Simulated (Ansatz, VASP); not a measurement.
## AlCo: VASP beside Ansatz

The input INCAR:

```
SYSTEM = AlCo
PREC = Accurate
ENCUT = 520
EDIFF = 1E-6
ISMEAR = 0
SIGMA = 0.15
LREAL = .False.
LASPH = .True.
NELM = 60
ALGO = Fast
ISIF = 2
LWAVE = .False.
LCHARG = .False.
GGA = PE
NBANDS = 13
```

Contents of KPOINTS:

```
regular mesh
0
Gamma
  22 22 22
  0 0 0
```

The input POSCAR:

```
AlCo
1.0
    2.8091238733      0.0000000000      0.0000000000
    0.0000000000      2.8091238733      0.0000000000
    0.0000000000      0.0000000000      2.8519024094
Al Co
1 1
Direct
    0.0000000000      0.0000000000      0.0000000000
    0.5000000000      0.5000000000      0.5000000000
```

Input for Ansatz:

```yaml
crystal:
  lattice:
    - [2.8091238733, 0.0, 0.0]
    - [0.0, 2.8091238733, 0.0]
    - [0.0, 0.0, 2.8519024094]
  atoms:
    - { symbol: Al, position: [0.0, 0.0, 0.0] }
    - { symbol: Co, position: [0.5, 0.5, 0.5] }
basis:
  ecutwfc: 420
kpoints:
  mp_grid: { grid: [22, 22, 22] }
hamiltonian:
  xc: pbe
scf:
  occupations: { method: gaussian, width: 0.15 }
output:
  forces: true
  stress: true
  eigenvalues: true
```

Change from the starting cell: strain -0.0150 x Voigt [1, 1, 0, 0, 0, 0], atoms carried along.

Alike in both runs: task single point; functional PBE; k mesh 22 × 22 × 22; occupations gaussian, width 0.15 eV; no spin polarisation.

```csv
,VASP,Ansatz
version,VASP 6.6.1,Ansatz 0.2.0
potentials or method,"VASP PAW PBE potentials, release 64 (Al, Co), cutoff 520 eV","scalar-relativistic, plane waves, PAW"
valence electrons in the cell,12,20
```

```tsv
	VASP	Ansatz	Ansatz less VASP
gap on the k mesh at the Fermi level (eV)	none	none	-
pressure (GPa)	5.5	5.8	+0.35
traceless stress, the component that is largest in VASP (GPa)	-1.63	-1.64	-0.010
```

A gap of «none» marks a metal or a gap that the smearing closes. VASP's potentials hold 12 valence electrons a cell and Ansatz's 20, so a difference there can come from the potentials and not from the codes.
